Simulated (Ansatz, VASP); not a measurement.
SiC in VASP and in Ansatz

```
CELL_PARAMETERS angstrom
0.00000 2.17841 2.17841
2.17841 0.00000 2.17841
2.17841 2.17841 0.00000
ATOMIC_POSITIONS crystal
Si 0.00000 0.00000 0.00000
C 0.75000 0.75000 0.75000
```

Alike in both runs: functional PBEsol; k mesh 18 × 18 × 18; occupations fermi-dirac, width 0.1 eV; no spin polarisation.

Ansatz relaxed the structure, and its values are those at the end. VASP's run is a single point on that final structure, the one shown.

|  | VASP | Ansatz |
| --- | --- | --- |
| version | VASP 6.6.1 | Ansatz 0.2.0 |
| potentials or method | VASP PAW PBE potentials, release 64 (Si, C) | PAW with Ansatz's default frozen-core files, scalar-relativistic |
| plane-wave cutoff (eV) | 520 | 420 |
| valence electrons in the cell | 8 | 8 |

```csv
,VASP,Ansatz,Ansatz less VASP
pressure (GPa),0.4,0.0,-0.35
```

VASP's potentials were made for PBE, not for PBEsol. With one functional, cell and mesh, what is left measures potentials, basis and numerics.
